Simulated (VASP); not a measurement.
# C (Cmmm) in VASP: a series of runs, part 2 of 2

VASP 6.6.1.

## Step 3: Single point, PBE

This run uses another cell than the first one, of 7.10 Å³/atom, 1.150 times its volume.

Input file INCAR:

```
PREC = Accurate
ENCUT = 520
EDIFF = 1E-7
ISMEAR = 0
SIGMA = 0.1
LREAL = F
LASPH = T
NELM = 80
ALGO = Normal
ISIF = 2
LWAVE = F
LCHARG = T
GGA = PE
LELF = T
LVHAR = T
NBANDS = 16
```

Input file KPOINTS:

```
Automatic mesh
0
Gamma
  8 8 6
```

Input file POSCAR:

```
C
1.0
    1.3359207186     -3.0994704491      0.0000000000
    1.3359207186      3.0994704491      0.0000000000
    0.0000000000      0.0000000000      3.4289414408
C
4
Direct
    0.5000000000      0.5000000000      0.8052658316
    0.5000000000      0.5000000000      0.1947341684
    0.3219820984      0.6780179016      0.5000000000
    0.6780179016      0.3219820984      0.5000000000
```

Potentials or basis: VASP PAW PBE potentials, release 64 (C).

The run is started by

```bash
$ cat potpaw_PBE.64/C/POTCAR > POTCAR
$ mpirun -np 1 vasp_std > vasp.out
```

OUTCAR:

```text
PREC = Accurate
   ENCUT = 520
   EDIFF = 1E-7
   ISMEAR = 0
   LREAL = F
   LASPH = T
   NELM = 80
   ISIF = 2
   GGA = PE

 ion  position               nearest neighbor table
   1  0.500  0.500  0.805-   2 1.34   3 1.52   4 1.52
   2  0.500  0.500  0.195-   1 1.34   3 1.52   4 1.52
   3  0.322  0.678  0.500-   1 1.52   2 1.52   4 1.61   4 1.61
   4  0.678  0.322  0.500-   1 1.52   2 1.52   3 1.61   3 1.61

  LATTYP: Found a base centered orthorhombic cell.
 ALAT       =     2.6718414372
 B/A-ratio  =     2.3201005913
 C/A-ratio  =     1.2833626251

  Lattice vectors:

 A1 = (   1.3359207186,  -3.0994704491,   0.0000000000)
 A2 = (   1.3359207186,   3.0994704491,   0.0000000000)
 A3 = (   0.0000000000,   0.0000000000,   3.4289414408)

Analysis of symmetry for initial positions (statically):
=====================================================================
 Subroutine PRICEL returns:
 Original cell was already a primitive cell.

 Routine SETGRP: Setting up the symmetry group for a
 base centered orthorhombic supercell.

 Subroutine GETGRP returns: Found  8 space group operations
 (whereof  8 operations were pure point group operations)
 out of a pool of  8 trial point group operations.

The static configuration has the point symmetry D_2h.

Analysis of symmetry for dynamics (positions and initial velocities):
=====================================================================
 Subroutine PRICEL returns:
 Original cell was already a primitive cell.

 Routine SETGRP: Setting up the symmetry group for a
 base centered orthorhombic supercell.

 Subroutine GETGRP returns: Found  8 space group operations
 (whereof  8 operations were pure point group operations)
 out of a pool of  8 trial point group operations.

The dynamic configuration has the point symmetry D_2h.

 Subroutine INISYM returns: Found  8 space group operations
 (whereof  8 operations are pure point group operations),
 and found     1 'primitive' translations

----------------------------------------------------------------------------------------

                                     Primitive cell

  volume of cell :      28.3961

  direct lattice vectors                    reciprocal lattice vectors
     1.335920719 -3.099470449  0.000000000     0.374273707 -0.161317879  0.000000000
     1.335920719  3.099470449  0.000000000     0.374273707  0.161317879  0.000000000
     0.000000000  0.000000000  3.428941441     0.000000000  0.000000000  0.291635193

  length of vectors
     3.375114995  3.375114995  3.428941441     0.407558911  0.407558911  0.291635193

  position of ions in fractional coordinates (direct lattice)
     0.500000000  0.500000000  0.805265832
     0.500000000  0.500000000  0.194734168
     0.321982098  0.678017902  0.500000000
     0.678017902  0.321982098  0.500000000

  ion indices of the primitive-cell ions
   primitive index   ion index
                 1           1
                 2           2
                 3           3
                 4           4

----------------------------------------------------------------------------------------

 KPOINTS: Automatic mesh

Automatic generation of k-mesh.
[... 24 lines left out ...]
  0.125000  0.000000  0.000000      4.000000
  0.250000  0.000000  0.000000      4.000000
  0.375000  0.000000  0.000000      4.000000
  0.500000  0.000000  0.000000      2.000000
  0.125000  0.125000  0.000000      2.000000
[... 16 lines left out ...]
  0.125000  0.000000  0.166667      8.000000
  0.250000  0.000000  0.166667      8.000000
 [... further k-points ...]
   k-points           NKPTS =     84   k-points in BZ     NKDIM =     84   number of bands    NBANDS=     16
   number of dos      NEDOS =    301   number of ions     NIONS =      4
   total plane-waves  NPLWV =  21952
   dimension x,y,z NGX =    28 NGY =   28 NGZ =   28
   dimension x,y,z NGXF=    56 NGYF=   56 NGZF=   56
   ions per type =               4
   NGX,Y,Z   is equivalent  to a cutoff of  13.79, 13.79, 13.58 a.u.
   NGXF,Y,Z  is equivalent  to a cutoff of  27.58, 27.58, 27.15 a.u.
 SYSTEM =  unknown system
   PREC   = accura    normal or accurate (medium, high low for compatibility)
   ISTART =      0    job   : 0-new  1-cont  2-samecut
   ICHARG =      2    charge: 1-file 2-atom 10-const
   ISPIN  =      1    spin polarized calculation?
   LNONCOLLINEAR =      F non collinear calculations
   LSORBIT =      F    spin-orbit coupling
   LASPH  =      T    aspherical Exc in radial PAW
   ENCUT  =  520.0 eV  38.22 Ry    6.18 a.u.   6.28  6.28  6.38*2*pi/ulx,y,z
   NELM   =     80;   NELMIN=  2; NELMDL= -5     # of ELM steps
   EDIFF  = 0.1E-06   stopping-criterion for ELM
   LREAL  =      F    real-space projection
   EDIFFG = 0.1E-05   stopping-criterion for IOM
   NSW    =      0    number of steps for IOM
   IBRION =     -1    ionic relax: 0-MD 1-quasi-New 2-CG
   NFREE  =      0    steps in history (QN), initial steepest desc. (CG)
   ISIF   =      2    stress and relaxation
   ISYM   =      2    0-nonsym 1-usesym 2-fastsym
   POTIM  = 0.5000    time-step for ionic-motion
   TEBEG  =    0.0;   TEEND  =   0.0 temperature during run
   PSTRESS=    0.0 pullay stress
   NELECT =      16.0000    total number of electrons
   NUPDOWN=      -1.0000    fix difference up-down
   EMIN   =  10.00;   EMAX   =-10.00  energy-range for DOS
   EFERMI =   0.00;   METHOD = LEGACY
   ISMEAR =     0;   SIGMA  =   0.10  broadening in eV -4-tet -1-fermi 0-gaus
   EFERMI_NEDOS =   21; number of points for ismear=-14 and -15
   IALGO  =     38    algorithm
   IMIX   =      4    mixing-type and parameters
     AMIX     =   0.40;   BMIX     =  1.00
     AMIX_MAG =   1.60;   BMIX_MAG =  1.00
  volume/ion in A,a.u.               =       7.10        47.91
  Fermi-wavevector in a.u.,A,eV,Ry     =   1.352162  2.555216 24.876106  1.828342
  Thomas-Fermi vector in A             =   2.479524
   LORBIT       =      0    0 simple, 1 ext, 2 COOP (PROOUT), +10 PAW based schemes
   GGA     = PE    functional components
   LHFCALC =     F    Hartree Fock is set to
   AEXX    =    0.0000 exact exchange contribution
   IVDW    =     0    specifies the selected vdW correction
   LEPSILON=     F    determine dielectric tensor
   LRPA    =     F    only Hartree local field effects (RPA)
 non-spin polarized calculation
 Gauss-broadening in eV      SIGMA  =   0.10
  energy-cutoff  :      520.00
  volume of cell :       28.40
 maximum number of plane-waves:       782
 NGX is ok and might be reduce to    28
   NGX = 13   NGY = 13   NGZ = 13

 number of electron      16.0000000 magnetization

 Free energy of the ion-electron system (eV)
  ---------------------------------------------------
  ext. energy  EPLUGINS =         0.00000000
  ---------------------------------------------------
  free energy    TOTEN  =       -34.14180181 eV

  energy without entropy =      -34.13891732  energy(sigma->0) =      -34.14035956

 E-fermi :   7.2948     XC(G=0): -11.7884

 val. band max:        7.2931538785   @ k =   0.2500   0.2500   0.3333
 cond. band min:       7.3006498725   @ k =   0.5000   0.3750   0.1667
 fundamental gap:      0.0074959940
 Fermi energy:         7.2947971017

 k-point     1 :       0.0000    0.0000    0.0000
  band No.  band energies     occupation
      1     -13.3047      2.00000
      2      -4.8507      2.00000
      3      -2.7658      2.00000
      4      -2.2225      2.00000
      5      -1.6579      2.00000
      6       3.3172      2.00000
[... 433 lines left out ...]
      3      -4.0670      2.00000
      4      -0.6240      2.00000
      5      -0.3465      2.00000
      6       0.3969      2.00000
[... 8 lines left out ...]
     15      20.0577      0.00000
     16      21.8649      0.00000

 [... further k-points ...]

------------------------ aborting loop because EDIFF is reached ----------------------------------------

  FORCE on cell =-STRESS in cart. coord.  units (eV):
  Direction    XX          YY          ZZ          XY          YZ          ZX
  --------------------------------------------------------------------------------------
  -------------------------------------------------------------------------------------
  Total        0.0093537      0.0711663      0.0942020      0.0000000      0.0000000      0.0000000
  in kB        0.5277596      4.0153797      5.3151115      0.0000000      0.0000000      0.0000000
  external PRESSURE =       3.2860836 kB  Pullay stress =       0.0000000 kB

 VOLUME and BASIS-vectors are now :
 -----------------------------------------------------------------------------
  energy-cutoff  :      520.00
  volume of cell :       28.40
      direct lattice vectors                 reciprocal lattice vectors
     1.335920719 -3.099470449  0.000000000     0.374273707 -0.161317879  0.000000000
     1.335920719  3.099470449  0.000000000     0.374273707  0.161317879  0.000000000
     0.000000000  0.000000000  3.428941441     0.000000000  0.000000000  0.291635193

 POSITION                                       TOTAL-FORCE (eV/Angst)
 -----------------------------------------------------------------------------------
      1.33592      0.00000      2.76121        -0.000000      0.000000      0.002615
      1.33592      0.00000      0.66773         0.000000      0.000000     -0.002615
      1.33592      1.10352      1.71447         0.000000      0.046223      0.000000
      1.33592     -1.10352      1.71447         0.000000     -0.046223     -0.000000
 -----------------------------------------------------------------------------------
    total drift:                                0.000000      0.000000      0.000000

  FREE ENERGIE OF THE ION-ELECTRON SYSTEM (eV)
  ---------------------------------------------------
  free  energy   TOTEN  =       -34.1418018104 eV

  energy  without entropy=      -34.1389173160  energy(sigma->0) =      -34.14035956
```

OSZICAR:

```text
N       E                     dE             d eps       ncg     rms          rms(c)
DAV:   1     0.255905470164E+02    0.25591E+02   -0.81107E+03  2688   0.950E+02
DAV:   2    -0.338566384125E+02   -0.59447E+02   -0.54608E+02  3720   0.186E+02
DAV:   3    -0.359070562250E+02   -0.20504E+01   -0.20412E+01  3288   0.310E+01
DAV:   4    -0.359198074817E+02   -0.12751E-01   -0.12748E-01  3520   0.289E+00
DAV:   5    -0.359199549009E+02   -0.14742E-03   -0.14742E-03  3280   0.284E-01    0.814E+00
DAV:   6    -0.345367915073E+02    0.13832E+01   -0.10001E+00  3480   0.703E+00    0.465E+00
DAV:   7    -0.341348518368E+02    0.40194E+00   -0.88308E-01  3536   0.636E+00    0.143E+00
DAV:   8    -0.341399749097E+02   -0.51231E-02   -0.34740E-02  3120   0.126E+00    0.623E-01
DAV:   9    -0.341416904452E+02   -0.17155E-02   -0.21833E-03  3288   0.384E-01    0.574E-02
DAV:  10    -0.341417580462E+02   -0.67601E-04   -0.23105E-04  3464   0.126E-01    0.279E-02
DAV:  11    -0.341417948515E+02   -0.36805E-04   -0.40189E-05  3032   0.489E-02    0.127E-02
DAV:  12    -0.341418015644E+02   -0.67129E-05   -0.82209E-06  3360   0.219E-02    0.232E-03
DAV:  13    -0.341418017957E+02   -0.23129E-06   -0.82465E-07  3376   0.711E-03    0.132E-03
DAV:  14    -0.341418018104E+02   -0.14665E-07   -0.75648E-08  2688   0.213E-03
   1 F= -.34141802E+02 E0= -.34140360E+02  d E =-.288449E-02
```

Run time: 2.2 min. Hardware: 1 thread of AMD EPYC 7R13, shared host; peak memory 0.13 GiB.

What came out:

| Quantity | Value |
| --- | --- |
| Free energy | -34.1418 eV |
| Pressure | 0.3 GPa |
| Largest force | 0.046 eV/Å |
| Band gap on the k mesh | zero (band 8 reaches 8.81 eV, above the bottom of band 9 at 6.54 eV) |

Forces in eV/Å, atoms in the order of the input:
```
C    0.000  0.000  0.003
C    0.000  0.000 -0.003
C    0.000  0.046  0.000
C    0.000 -0.046  0.000
```

Stress tensor (GPa, compression positive):
```
0.05 0.00 0.00
0.00 0.40 0.00
0.00 0.00 0.53
```

## Step 4: Relaxation of cell and atoms, PBE

Input file INCAR:

```
  PREC = Accurate
  ENCUT = 600
  EDIFF = 1E-6
  ISMEAR = 0
  SIGMA = 0.1
  LREAL = False
  LASPH = True
  NELM = 100
  ALGO = Normal
  ISIF = 3
  LWAVE = False
  LCHARG = False
  GGA = PE
  IBRION = 2
  NSW = 90
  EDIFFG = -0.04
```

KPOINTS is that of step 3.

Input file POSCAR:

```
C
1.0
    1.2234596300     -2.9201016100      0.0000000000
    1.2234596300      2.9201016100      0.0000000000
    0.0000000000      0.0000000000      3.4558927200
C
4
Direct
    0.5000000000      0.5000000000      0.7895990000
    0.5000000000      0.5000000000      0.2104010000
    0.3173019000      0.6826981000      0.5000000000
    0.6826981000      0.3173019000      0.5000000000
```

The run is started by

```bash
$ cat potpaw_PBE.64/C/POTCAR > POTCAR
$ mpirun -np 1 vasp_std > vasp.out
```

Run time: 12 min. Hardware: 1 thread of AMD EPYC 7R13, shared host; peak memory 0.13 GiB.

Results (log left out):

```yaml
Free_energy: -34.1406 eV
Relaxed_volume: 7.10 Å³/atom
Relaxed_cell: a = 3.376 Å, b = 3.376 Å, c = 3.429 Å, α = 90.00°, β = 90.00°, γ = 133.39°
Space_group_after_relaxing_to_0.05_Å: Cmmm (No. 65)
Energy_gained_by_relaxing: 258.4 meV/atom
Ionic_steps: 15
Pressure_after_relaxing: -0.1 GPa
Largest_force_after_relaxing: 0.028 eV/Å
Band_gap_on_the_k_mesh: zero (band 8 reaches 8.79 eV, above the bottom of band 9 at 6.54 eV)
```

Forces on the atoms (eV/Å):
```
C    0.000  0.000 -0.028
C    0.000  0.000  0.028
C    0.000 -0.006  0.000
C    0.000  0.006  0.000
```

Stress tensor (GPa, compression positive):
```
 0.08  0.00  0.00
 0.00 -0.32  0.00
 0.00  0.00 -0.02
```

Step by step:
```csv
step,energy change (eV),largest force (eV/Å),pressure (GPa),volume (Å³)
1,0.0000,4.9927,45.10,24.69
2,7.8223,61.1376,59.19,31.29
3,-0.6259,1.6882,27.85,25.62
4,-0.7514,0.0886,22.18,26.03
5,-0.7948,1.6377,18.05,26.44
6,-0.8854,2.3889,-14.81,29.65
7,-0.9880,0.8529,-2.66,28.23
8,-0.9712,1.9990,1.05,28.66
9,-1.0220,0.2698,-1.48,28.44
10,-1.0277,0.3658,1.67,28.35
11,-1.0302,0.1270,0.51,28.38
12,-1.0334,0.0528,-0.44,28.43
13,-1.0334,0.0532,-0.43,28.43
14,-1.0332,0.1451,0.41,28.38
15,-1.0335,0.0276,-0.09,28.41
```

Final structure:
```cif
data_structure
_symmetry_space_group_name_H-M 'P 1'
_symmetry_Int_Tables_number 1
_cell_length_a 3.3763
_cell_length_b 3.3763
_cell_length_c 3.4295
_cell_angle_alpha 90.000
_cell_angle_beta 90.000
_cell_angle_gamma 133.394
_cell_volume 28.41
loop_
_atom_site_label
_atom_site_type_symbol
_atom_site_fract_x
_atom_site_fract_y
_atom_site_fract_z
_atom_site_occupancy
C1 C 0.50000 0.50000 0.80533 1
C2 C 0.50000 0.50000 0.19467 1
C3 C 0.32186 0.67814 0.50000 1
C4 C 0.67814 0.32186 0.50000 1
```

Levels at points of the mesh, in eV from the Fermi level:
```
           k point  band 4  band 5  band 6  band 7  band 8  band 9  band 10  band 11  band 12
(0.00, 0.00, 0.00)   -9.52   -8.95   -3.99   -2.31   -2.27    4.28     5.63     6.17     7.20
(0.50, 0.00, 0.00)   -9.30   -8.10   -7.84   -4.33   -3.06    2.04     5.83     7.45     8.51
(0.50, 0.50, 0.00)   -7.68   -6.90   -6.10   -3.56    1.50    4.32     4.37     5.82     8.68
(0.00, 0.00, 0.50)   -8.00   -5.84   -5.60   -3.89   -0.20    1.02     4.78     5.69     8.74
(0.50, 0.00, 0.50)   -9.21   -7.60   -6.07   -4.90   -4.13    1.19     5.48     8.30     9.36
(0.50, 0.50, 0.50)  -10.01   -5.35   -3.31   -1.08   -0.52    4.99     6.65     6.70     9.30
```

Caveat: the volume moved by over 15 % at a fixed basis, so the end points are rough.

## Step 5: The runs side by side

| task | cell | cutoff (eV) | gap on the mesh (eV) | pressure (GPa) | largest force (eV/Å) |
| --- | --- | --- | --- | --- | --- |
| single point | a = 3.166, b = 3.166, c = 3.456 Å, angles 90.0, 90.0, 134.5°, 4 atoms | 520 | none | 45.8 | 4.99 |
| single point | a = 3.375, b = 3.375, c = 3.429 Å, angles 90.0, 90.0, 133.4°, 4 atoms | 520 | none | 0.3 | 0.05 |
| relaxation of cell and atoms | relaxed from a = 3.166, b = 3.166, c = 3.456 Å, angles 90.0, 90.0, 134.5°, 4 atoms | 600 | none | -0.1 | 0.03 |

Alike in all rows: level PBE; potentials or basis VASP PAW PBE potentials, release 64 (C); no spin polarisation; k mesh 8 × 8 × 6; smearing gaussian 0.1 eV.

Caveats: forces of over 1 eV/Å act on the atoms, so gaps and moduli don't describe the material at rest (some runs); the volume moved by over 15 % at a fixed basis, so the end points are rough (some runs).

Absolute energies hang on the potentials; compare differences alone.
